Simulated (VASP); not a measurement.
Write the native input for VASP 6.6.1 that does the following.

* Task: single point
* Functional: LDA
* Potentials or basis: VASP PAW LDA potentials, release 64 (K_sv)
* Cutoff: 520 eV
* k mesh: 9 × 9 × 9
* Occupations: methfessel-paxton, width 0.6 eV
* Spin: no spin polarisation
* Dipole correction: no
* Further INCAR settings: ALGO = Normal; EDIFF = 1e-06; NBANDS = 10

The structure of K lies in POSCAR:

```
K
1.0
   -2.5241928768      2.5241928768      2.5241928768
    2.5241928768     -2.5241928768      2.5241928768
    2.5241928768      2.5241928768     -2.5241928768
K
1
Direct
    0.0000000000      0.0000000000      0.0000000000
```

The input as run:

INCAR

```
  PREC = Accurate
  ENCUT = 520
  EDIFF = 1E-6
  ISMEAR = 1
  SIGMA = 0.6
  LREAL = False
  LASPH = True
  NELM = 80
  ALGO = Normal
  ISIF = 2
  LWAVE = False
  LCHARG = True
  LELF = True
  LVHAR = True
  NBANDS = 10
```

KPOINTS

```
Automatic mesh
0
Gamma
  9 9 9
```

Potentials or basis: VASP PAW LDA potentials, release 64 (K_sv).

Launch:

```console
$ cat potpaw_LDA.64/K_sv/POTCAR > POTCAR
$ mpirun -np 1 vasp_std > vasp.out
```

It gave:

```yaml
Pressure: 0.0 GPa
```

Wall time 9.3 s on 1 thread of Intel(R) Xeon(R) 6975P-C (Granite Rapids) (shared host), peak memory 0.17 GiB.
